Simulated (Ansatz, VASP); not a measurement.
# One calculation of Nb, two programs

INCAR

```
ALGO = Normal
EDIFF = 1E-6
ENCUT = 520
GGA = PE
ISIF = 2
ISMEAR = -1
LASPH = T
LCHARG = T
LELF = T
LREAL = F
LVHAR = T
LWAVE = F
NBANDS = 12
NELM = 60
PREC = Accurate
SIGMA = 0.05
```

KPOINTS

```
k-points
0
Gamma
  11 11 11
```

The input POSCAR:

```
Nb
1.0
    0.0000000000      2.1564811194      2.1564811194
    2.1564811194      0.0000000000      2.1564811194
    2.1564811194      2.1564811194      0.0000000000
Nb
1
Direct
    0.0000000000      0.0000000000      0.0000000000
```

Contents of input.yaml:

```yaml
crystal:
  lattice:
    - [0.0, 2.1564811194, 2.1564811194]
    - [2.1564811194, 0.0, 2.1564811194]
    - [2.1564811194, 2.1564811194, 0.0]
  atoms:
    - { symbol: Nb, position: [0.0, 0.0, 0.0] }
kpoints:
  mp_grid: { grid: [11, 11, 11] }
scf:
  occupations: { method: fermi_dirac, width: 0.05 }
hamiltonian:
  xc: pbe
  pseudopotentials: { kind: all_electron, lapw: { basis_error: 0.0005 } }
output:
  forces: true
  stress: true
  eigenvalues: true
```

Change from the starting cell: volume scaled by 1.06.

Alike in both runs: task single point; functional PBE; k mesh 11 × 11 × 11; occupations fermi-dirac, width 0.05 eV; no spin polarisation.

|  | VASP | Ansatz |
| --- | --- | --- |
| version | VASP 6.6.1 | Ansatz 0.2.0 |
| potentials or method | VASP PAW PBE potentials, release 64 (Nb_sv), cutoff 520 eV | all-electron LAPW, scalar-relativistic |

|  | VASP | Ansatz | Ansatz less VASP |
| --- | --- | --- | --- |
| gap on the k mesh at the Fermi level (eV) | none | none | - |
| pressure (GPa) | -10.2 | -10.0 | +0.25 |

A gap of «none» marks a metal or a gap that the smearing closes. Ansatz ran all-electron here, and VASP with PAW potentials.
